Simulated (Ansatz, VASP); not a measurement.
# Ni in VASP and in Ansatz

```
Ni
1.0
     0.00000    1.73306    1.73306
     1.73306    0.00000    1.73306
     1.73306    1.73306    0.00000
Ni
1
Direct
  0.00000 0.00000 0.00000
```

Alike in both runs: task single point; functional r2SCAN; k mesh 9 × 9 × 9; occupations fermi-dirac, width 0.1 eV; no spin polarisation.

|  | VASP | Ansatz |
| --- | --- | --- |
| version | VASP 6.6.1 | Ansatz 0.2.0 |
| potentials or method | VASP PAW PBE potentials, release 64 (Ni), cutoff 520 eV | plane waves (500 eV) with PAW, scalar-relativistic |
| valence electrons in the cell | 10 | 18 |

```tsv
	VASP	Ansatz	Ansatz less VASP
pressure (GPa)	0.3	-0.3	-0.61
```

VASP's potentials were made for PBE, not for r2SCAN. With one functional, cell and mesh, what is left measures potentials, basis and numerics. VASP's potentials hold 10 valence electrons a cell and Ansatz's 18, so a difference there can come from the potentials and not from the codes.
